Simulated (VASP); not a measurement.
# Rh (I4/mmm) in VASP: a series of runs

The runs below take Rh through single point, with r2SCAN.

Program: VASP 6.6.1. These are calculated values, not measurements. Logs are shortened: lines on timing, memory, paths and dates and some standing lists are left out, and cuts for length are marked.

### 1 The cell of the first run

Symmetry: I4/mmm, No. 139, tetragonal system. The conventional cell has a = 2.722 Å, b = 2.722 Å, c = 3.742 Å, α = 90.00°, β = 90.00°, γ = 90.00°. Within 3.5 Å of Rh (site symmetry 4/mmm) lie 12 Rh at 2.68 to 2.72 Å.

### 2 Single point, r2SCAN

The input, POSCAR:

```
Rh
1.0
    3.8492788677      0.0000000000      0.0000000000
    0.0000000000      3.8492788677      0.0000000000
   -1.9246394338      0.0000000000      1.8707874033
Rh
2
Direct
    0.0000000000      0.0000000000      0.0000000000
    0.5000000000      0.5000000000      0.0000000000
```

The input, INCAR.step1:

```
PREC = Accurate
ENCUT = 550
ISMEAR = 0
SIGMA = 0.1
LREAL = F
LASPH = T
NELM = 120
NBANDS = 22
GGA = PE
ALGO = Normal
EDIFF = 1E-5
LWAVE = T
LCHARG = F
GGA_COMPAT = F
```

The input, INCAR.step2:

```
PREC = Accurate
ENCUT = 550
EDIFF = 1E-6
ISMEAR = 0
SIGMA = 0.1
LREAL = F
LASPH = T
NELM = 120
ALGO = Normal
ISIF = 2
LWAVE = F
LCHARG = F
METAGGA = R2SCAN
LMIXTAU = T
NBANDS = 22
ISTART = 1
GGA_COMPAT = F
```

The input, KPOINTS:

```
regular mesh
0
Gamma
  11 11 22
```

Potentials or basis: VASP PAW PBE potentials, release 64 (Rh_pv).

The run is started by

```
> cat potpaw_PBE.64/Rh_pv/POTCAR > POTCAR
> cp INCAR.step1 INCAR
> mpirun -np 1 vasp_std > vasp.out
> cp INCAR.step2 INCAR
> mpirun -np 1 vasp_std > vasp.out
```

OUTCAR:

```text
PREC = Accurate
   ENCUT = 550
   EDIFF = 1E-6
   ISMEAR = 0
   LREAL = F
   LASPH = T
   NELM = 120
   ISIF = 2
   METAGGA = R2SCAN
   ISTART = 1

 ion  position               nearest neighbor table
   1  0.000  0.000  0.000-   2 2.68   2 2.68   2 2.68   2 2.68   2 2.72   2 2.72   2 2.72   2 2.72

   2  0.500  0.500  0.000-   1 2.68   1 2.68   1 2.68   1 2.68   1 2.72   1 2.72   1 2.72   1 2.72

  LATTYP: Found a base centered orthorhombic cell.
 ALAT       =     3.7415748066
 B/A-ratio  =     1.0287857564
 C/A-ratio  =     1.0287857564

  Lattice vectors:

 A1 = (  -1.9246394338,   0.0000000000,   1.8707874033)
 A2 = (   1.9246394339,   0.0000000000,   1.8707874033)
 A3 = (   0.0000000000,   3.8492788677,   0.0000000000)

Analysis of symmetry for initial positions (statically):
=====================================================================
 Subroutine PRICEL returns following result:

  LATTYP: Found a body centered tetragonal cell.
 ALAT       =     2.7218511900
 C/A-ratio  =     1.3746434119

  Lattice vectors:

 A1 = (  -0.0000000000,   1.9246394339,  -1.8707874033)
 A2 = (  -0.0000000000,  -1.9246394338,  -1.8707874033)
 A3 = (  -1.9246394338,   0.0000000000,   1.8707874033)

   2 primitive cells build up your supercell.

 Routine SETGRP: Setting up the symmetry group for a
 base centered orthorhombic supercell.

 Subroutine GETGRP returns: Found  8 space group operations
 (whereof  8 operations were pure point group operations)
 out of a pool of  8 trial point group operations.

The static configuration has the point symmetry D_2h.

Analysis of symmetry for dynamics (positions and initial velocities):
=====================================================================
 Subroutine PRICEL returns following result:

  LATTYP: Found a body centered tetragonal cell.
 ALAT       =     2.7218511900
 C/A-ratio  =     1.3746434119

  Lattice vectors:

 A1 = (  -0.0000000000,   1.9246394339,  -1.8707874033)
 A2 = (  -0.0000000000,  -1.9246394338,  -1.8707874033)
 A3 = (  -1.9246394338,   0.0000000000,   1.8707874033)

   2 primitive cells build up your supercell.

 Routine SETGRP: Setting up the symmetry group for a
[... 88 lines left out ...]
   total plane-waves  NPLWV =  21600
   dimension x,y,z NGX =    30 NGY =   30 NGZ =   24
   dimension x,y,z NGXF=    60 NGYF=   60 NGZF=   48
   ions per type =               2
   NGX,Y,Z   is equivalent  to a cutoff of  12.96, 12.96, 14.87 a.u.
   NGXF,Y,Z  is equivalent  to a cutoff of  25.91, 25.91, 29.73 a.u.
 SYSTEM =  unknown system
   PREC   = accura    normal or accurate (medium, high low for compatibility)
   ISTART =      1    job   : 0-new  1-cont  2-samecut
   ICHARG =      0    charge: 1-file 2-atom 10-const
   ISPIN  =      1    spin polarized calculation?
   LNONCOLLINEAR =      F non collinear calculations
   LSORBIT =      F    spin-orbit coupling
   LASPH  =      T    aspherical Exc in radial PAW
   ENCUT  =  550.0 eV  40.42 Ry    6.36 a.u.   7.36  7.36  5.13*2*pi/ulx,y,z
   NELM   =    120;   NELMIN=  2; NELMDL=  0     # of ELM steps
   EDIFF  = 0.1E-05   stopping-criterion for ELM
   LREAL  =      F    real-space projection
[... 7 lines left out ...]
   TEBEG  =    0.0;   TEEND  =   0.0 temperature during run
   PSTRESS=    0.0 pullay stress
   NELECT =      30.0000    total number of electrons
   NUPDOWN=      -1.0000    fix difference up-down
   EMIN   =  10.00;   EMAX   =-10.00  energy-range for DOS
   EFERMI =   0.00;   METHOD = LEGACY
   ISMEAR =     0;   SIGMA  =   0.10  broadening in eV -4-tet -1-fermi 0-gaus
   EFERMI_NEDOS =   21; number of points for ismear=-14 and -15
   IALGO  =     38    algorithm
   IMIX   =      4    mixing-type and parameters
     AMIX     =   0.40;   BMIX     =  1.00
     AMIX_MAG =   1.60;   BMIX_MAG =  1.00
  volume/ion in A,a.u.               =      13.86        93.53
  Fermi-wavevector in a.u.,A,eV,Ry     =   1.680819  3.176287 38.438517  2.825151
  Thomas-Fermi vector in A             =   2.764486
   LORBIT       =      0    0 simple, 1 ext, 2 COOP (PROOUT), +10 PAW based schemes
   METAGGA = R2SCAN    functional components
   LHFCALC =     F    Hartree Fock is set to
   AEXX    =    0.0000 exact exchange contribution
   IVDW    =     0    specifies the selected vdW correction
   LEPSILON=     F    determine dielectric tensor
   LRPA    =     F    only Hartree local field effects (RPA)
 non-spin polarized calculation
 Gauss-broadening in eV      SIGMA  =   0.10
  energy-cutoff  :      550.00
  volume of cell :       27.72
 maximum number of plane-waves:       837
 NGX is ok and might be reduce to    30
   NGX = 15   NGY = 15   NGZ = 11

 number of electron      30.0000011 magnetization

 Free energy of the ion-electron system (eV)
  ---------------------------------------------------
  ext. energy  EPLUGINS =         0.00000000
  ---------------------------------------------------
  free energy    TOTEN  =       -48.26796570 eV

  energy without entropy =      -48.25378922  energy(sigma->0) =      -48.26087746

 E-fermi :  11.5892     XC(G=0): -15.1443

 val. band max:       11.5872534589   @ k =   0.0000   0.1818   0.2273
 cond. band min:      11.5899487429   @ k =   0.0000   0.2727   0.2727
 fundamental gap:      0.0026952840
 Fermi energy:        11.5892096031

 k-point     1 :       0.0000    0.0000    0.0000
  band No.  band energies     occupation
      1     -36.9071      2.00000
      2     -36.4659      2.00000
      3     -36.4333      2.00000
      4     -36.1887      2.00000
      5     -36.1887      2.00000
      6     -36.1739      2.00000
[... 589 lines left out ...]
     21      28.3527      0.00000
     22      28.6025      0.00000

 [... further k-points ...]

------------------------ aborting loop because EDIFF is reached ----------------------------------------

  FORCE on cell =-STRESS in cart. coord.  units (eV):
  Direction    XX          YY          ZZ          XY          YZ          ZX
  --------------------------------------------------------------------------------------
  -------------------------------------------------------------------------------------
  Total       -0.6536801     -0.6539039      0.4757683      0.0000000      0.0000000      0.0000000
  in kB      -37.7826715    -37.7956045     27.4993805      0.0000000      0.0000000      0.0000000
  external PRESSURE =     -16.0262985 kB  Pullay stress =       0.0000000 kB

 VOLUME and BASIS-vectors are now :
 -----------------------------------------------------------------------------
  energy-cutoff  :      550.00
  volume of cell :       27.72
      direct lattice vectors                 reciprocal lattice vectors
     3.849278868  0.000000000  0.000000000     0.259788920  0.000000000  0.267267141
     0.000000000  3.849278868  0.000000000     0.000000000  0.259788920  0.000000000
    -1.924639434  0.000000000  1.870787403     0.000000000  0.000000000  0.534534281

 POSITION                                       TOTAL-FORCE (eV/Angst)
 -----------------------------------------------------------------------------------
      0.00000      0.00000      0.00000         0.000000     -0.000000      0.000000
      1.92464      1.92464      0.00000         0.000000      0.000000     -0.000000
 -----------------------------------------------------------------------------------
    total drift:                                0.000000      0.000000     -0.000000

  FREE ENERGIE OF THE ION-ELECTRON SYSTEM (eV)
  ---------------------------------------------------
  free  energy   TOTEN  =       -48.2679657043 eV

  energy  without entropy=      -48.2537892178  energy(sigma->0) =      -48.26087746
```

OSZICAR.step1:

```text
N       E                     dE             d eps       ncg     rms          rms(c)
DAV:   1     0.335878346992E+03    0.33588E+03   -0.18965E+04 19032   0.162E+03
DAV:   2    -0.784584978268E+01   -0.34372E+03   -0.33146E+03 19830   0.483E+02
DAV:   3    -0.154480159466E+02   -0.76022E+01   -0.75585E+01 22326   0.805E+01
DAV:   4    -0.155033403318E+02   -0.55324E-01   -0.55318E-01 21102   0.699E+00
DAV:   5    -0.155043181361E+02   -0.97780E-03   -0.97779E-03 22340   0.942E-01    0.141E+01
DAV:   6    -0.145452161168E+02    0.95910E+00   -0.22252E+00 20898   0.158E+01    0.486E+00
DAV:   7    -0.145132917496E+02    0.31924E-01   -0.49791E-02 22086   0.198E+00    0.223E+00
DAV:   8    -0.145073925749E+02    0.58992E-02   -0.81063E-03 20364   0.101E+00    0.367E-01
DAV:   9    -0.145069981244E+02    0.39445E-03   -0.28702E-04 22248   0.197E-01    0.182E-02
DAV:  10    -0.145070020756E+02   -0.39511E-05   -0.70534E-06 14454   0.295E-02
   1 F= -.14507002E+02 E0= -.14499461E+02  d E =-.150825E-01
```

It took 6.9 min on 1 thread of Intel Xeon 6975P-C (Granite Rapids), shared host; peak memory 0.33 GiB.

Results:

```
Free energy            : -48.2680 eV
Pressure               : -1.6 GPa
Band gap on the k mesh : zero (bands 15 and 16 overlap by 2.30 eV)
```

Stress tensor (GPa, compression positive):
```
-3.78  0.00  0.00
 0.00 -3.78  0.00
 0.00  0.00  2.75
```

Caveat: the stress differs along the axes, from -4 to 3 GPa; the PAW data sets were made with another functional, which shifts forces and pressure a little.

### 3 Single point, r2SCAN

This run uses another cell than the first one, of 13.91 Å³/atom.

The input, POSCAR:

```
Rh
1.0
    3.8492788677      0.0000000000     -0.0000000001
    0.0000000000      3.8492788677      0.0000000000
   -1.9246394338      0.0000000000      1.8779876619
Rh
2
Direct
    0.0000000000      0.0000000000      0.0000000000
    0.5000000000      0.5000000000      0.0000000000
```

The input, INCAR.step1:

```
SYSTEM = Rh
ALGO = Normal
EDIFF = 1E-5
ENCUT = 550
GGA = PE
GGA_COMPAT = .False.
ISMEAR = 0
LASPH = .True.
LCHARG = .False.
LREAL = .False.
LWAVE = .True.
NBANDS = 22
NELM = 120
PREC = Accurate
SIGMA = 0.1
```

The input, INCAR.step2:

```
SYSTEM = Rh
ALGO = Normal
EDIFF = 1E-6
ENCUT = 550
GGA_COMPAT = .False.
ISIF = 2
ISMEAR = 0
ISTART = 1
LASPH = .True.
LCHARG = .False.
LMIXTAU = .True.
LREAL = .False.
LWAVE = .False.
METAGGA = R2SCAN
NBANDS = 22
NELM = 120
PREC = Accurate
SIGMA = 0.1
```

The input, KPOINTS:

```
k-points
0
Gamma
  11 11 22
  0 0 0
```

Potentials or basis: VASP PAW PBE potentials, release 64 (Rh_pv).

The run is started by

```
> cat potpaw_PBE.64/Rh_pv/POTCAR > POTCAR
> cp INCAR.step1 INCAR
> mpirun -np 1 vasp_std > vasp.out
> cp INCAR.step2 INCAR
> mpirun -np 1 vasp_std > vasp.out
```

Wall time 6.9 min (1 thread of Intel Xeon 6975P-C (Granite Rapids), shared host); peak memory 0.34 GiB.

The run converged. Its results:

- Free energy: -48.2693 eV
- Pressure: -2.7 GPa
- Band gap on the k mesh: zero (bands 15 and 16 overlap by 2.27 eV)

Stress tensor (GPa, compression positive):
```
-4.54  0.00  0.00
 0.00 -4.54  0.00
 0.00  0.00  1.06
```

Levels at points of the mesh, in eV from the Fermi level:
```csv
k point,band 13,band 14,band 15,band 16,band 17,band 18
"(0.00, 0.00, 0.00)",-1.22,-0.90,0.50,0.90,1.13,3.28
"(0.00, 0.00, 0.50)",0.90,1.04,1.04,1.13,3.28,3.83
```

Caveat: the stress differs along the axes, from -5 to 1 GPa; the PAW data sets were made with another functional, which shifts forces and pressure a little.
